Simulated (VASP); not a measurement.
Write the native input for VASP 6.6.1 that does the following.

```yaml
Task: single point
Functional: r2SCAN
Potentials_or_basis: VASP PAW PBE potentials, release 64 (Fe)
Cutoff: 520 eV
k_mesh: 14 × 14 × 14
Occupations: fermi-dirac, width 0.1 eV
Spin: collinear spin, ferromagnetic start
Starting_moments: "[4.93] μB"
Fixed_moment: 4.93 μB
Dipole_correction: no
Further_INCAR_settings: ALGO = Normal; EDIFF = 1e-06; NBANDS = 14
```

Fe:

```
Fe
1.0
    -1.46400    1.46400    1.46400
     1.46400   -1.46400    1.46400
     1.46400    1.46400   -1.46400
Fe
1
Direct
  0.00000 0.00000 0.00000
```

The input as run:

POSCAR

```
Fe
1.0
   -1.4640000000      1.4640000000      1.4640000000
    1.4640000000     -1.4640000000      1.4640000000
    1.4640000000      1.4640000000     -1.4640000000
Fe
1
Direct
    0.0000000000      0.0000000000      0.0000000000
```

INCAR.step1

```
SYSTEM = Fe
PREC = Accurate
ENCUT = 520
ISMEAR = -1
SIGMA = 0.1
LREAL = .False.
LASPH = .True.
NELM = 150
ISPIN = 2
MAGMOM = 4.93
NUPDOWN = 4.93
LMAXMIX = 4
NBANDS = 14
GGA = PE
ALGO = Normal
EDIFF = 1E-4
LWAVE = .True.
LCHARG = .False.
```

INCAR.step2

```
SYSTEM = Fe
PREC = Accurate
ENCUT = 520
EDIFF = 1E-6
ISMEAR = -1
SIGMA = 0.1
LREAL = .False.
LASPH = .True.
NELM = 150
ALGO = Normal
ISIF = 2
LWAVE = .False.
LCHARG = .True.
ISPIN = 2
MAGMOM = 4.93
LORBIT = 11
NUPDOWN = 4.93
LMAXMIX = 4
METAGGA = R2SCAN
LMIXTAU = .True.
LELF = .True.
LVHAR = .True.
NBANDS = 14
ISTART = 1
```

KPOINTS

```
regular mesh
0
Gamma
  14 14 14
  0 0 0
```

Potentials or basis: VASP PAW PBE potentials, release 64 (Fe).

Launch:

```bash
$ cat potpaw_PBE.64/Fe/POTCAR > POTCAR
$ cp INCAR.step1 INCAR
$ mpirun -np 1 vasp_std > vasp.out
$ cp INCAR.step2 INCAR
$ mpirun -np 1 vasp_std > vasp.out
```

It gave:

- Pressure: 89.3 GPa
- Net moment: 4.93 μB per cell
- Site moments: Fe +4.62 μB
- Valence electrons inside the program's atomic spheres: Fe 7.02

Caveat: the PAW data sets were made with another functional, which shifts forces and pressure a little; the total moment is fixed, so each spin has its own Fermi level.

Wall time 2.9 min on 1 thread of AMD EPYC 9R45 (Zen 5), with other jobs on the host, peak memory 0.12 GiB.
